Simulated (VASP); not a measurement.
## SiO2: single point with PBEsol

Crystal: SiO2.

```
Si O
1.0
     4.20476    0.00000    0.00000
     0.00000    4.20476    0.00000
     0.00000    0.00000    2.67542
Si O
2 4
Cartesian
  0.0000 0.0000 0.0000
  2.1024 2.1024 1.3377
  3.3926 0.8122 1.3377
  1.2902 1.2902 0.0000
  0.8122 3.3926 1.3377
  2.9146 2.9146 0.0000
```

```yaml
Program: VASP 6.6.1
Task: single point
Functional: PBEsol
Potentials_or_basis: VASP PAW PBE potentials, release 64 (Si, O)
Cutoff: 520 eV
k_mesh: 6 × 6 × 10
Occupations: fermi-dirac, width 0.05 eV
Spin: no spin polarisation
```

The pressure is 0.1 GPa, the largest force is 0.139 eV/Å and the band gap on the k mesh is 5.34 eV.

Forces on the atoms (eV/Å):
```
Si   0.000  0.000  0.000
Si   0.000  0.000  0.000
O   -0.098  0.098  0.000
O   -0.098 -0.098  0.000
O    0.098 -0.098  0.000
O    0.098  0.098  0.000
```

Stress tensor (GPa, compression positive):
```
-0.46  0.00  0.00
 0.00 -0.46  0.00
 0.00  0.00  1.27
```

Levels at points of the mesh, in eV from the valence-band top:
```csv
k point,band 12,band 13,band 14,band 15,band 16,band 17,band 18,band 19,band 20,band 21
"(0.00, 0.00, 0.00)",-3.11,-2.54,-0.87,-0.87,0.00,5.34,6.50,8.28,8.28,10.88
"(0.50, 0.00, 0.00)",-3.84,-2.68,-2.68,-1.08,-1.08,7.49,7.49,8.85,8.85,10.76
"(0.50, 0.50, 0.00)",-3.24,-2.62,-2.62,-2.26,-2.26,7.16,7.16,9.81,9.81,12.80
"(0.00, 0.00, 0.50)",-4.58,-3.04,-3.04,-2.67,-2.67,8.84,8.84,12.33,12.33,12.35
"(0.50, 0.00, 0.50)",-3.95,-2.28,-2.28,-1.74,-1.74,8.56,8.56,9.54,9.54,11.97
"(0.50, 0.50, 0.50)",-4.44,-1.79,-1.79,-1.53,-1.53,6.97,6.97,10.66,10.66,11.50
```

It took 70 s on 1 thread of Intel Xeon 8259CL, on a shared host, peak memory 0.19 GiB.

Caveat: the PAW data sets were made with another functional, which shifts forces and pressure a little. A k mesh can miss the band edges.
